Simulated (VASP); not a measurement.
A run of VASP 6.6.1:

File INCAR:

```
SYSTEM = Li15O8
PREC = Accurate
ENCUT = 520
EDIFF = 1E-6
ISMEAR = -1
SIGMA = 0.05
LREAL = Auto
LASPH = .TRUE.
NELM = 100
ALGO = Fast
ISIF = 2
LWAVE = .FALSE.
LCHARG = .TRUE.
GGA = CA
LELF = .TRUE.
LVHAR = .TRUE.
NELECT = 94.0
NBANDS = 64
```

File KPOINTS:

```
Automatic mesh
0
G
  2 2 2
  0 0 0
```

Contents of POSCAR:

```
Li15O8
1.0
    0.0000000000      4.7022000000      4.7022000000
    4.7022000000      0.0000000000      4.7022000000
    4.7022000000      4.7022000000      0.0000000000
Li O
15 8
Direct
    0.1160626941      0.1325656076      0.1600208413
    0.1328633406      0.1292480116      0.6481115223
    0.4159223342      0.3587150695      0.9646229425
    0.3525583769      0.4577431840      0.3704436221
    0.4331589469      0.9044702480      0.3917102633
    0.1514822849      0.5914252903      0.6907617711
    0.4167198333      0.8964101910      0.8555144400
    0.6292586449      0.1314278423      0.2317425886
    0.8562694058      0.4038003488      0.4405916380
    0.6578410106      0.1305559100      0.6412317639
    0.9041618817      0.3484007486      0.8995895538
    0.6634128706      0.6632852707      0.1246012505
    0.8980902556      0.8265918081      0.3883714006
    0.6481221556      0.6117136659      0.7019480243
    0.8683701246      0.9099676747      0.8539726086
    0.0002445664      0.0086236230      0.0077091574
    0.0085917230      0.0461698779      0.5052315937
   -0.0072412913      0.4815724554      0.0005848326
    0.0246161371      0.4929288418      0.5357598571
    0.5257220025     -0.0065607588      0.0191506104
    0.5353557909     -0.0304006635      0.5333567266
    0.5300922972      0.4651439752      0.0538684020
    0.5361532899      0.5349836247      0.5615669261
```

Potentials or basis: VASP PAW LDA potentials, release 64 (Li_sv, O).

Command:

```console
$ cat potpaw_LDA.64/Li_sv/POTCAR potpaw_LDA.64/O/POTCAR > POTCAR
$ mpirun -np 1 vasp_std > vasp.out
```

Hardware: 1 thread of Intel(R) Xeon(R) Platinum 8488C (Sapphire Rapids), with other jobs on the host.

Q: Estimate the wall time of this run.

A: Run time: 4.1 min on 1 thread of Intel(R) Xeon(R) Platinum 8488C (Sapphire Rapids), on a shared host, peak memory 0.28 GiB. Counts: scf iterations 27, k points 8.
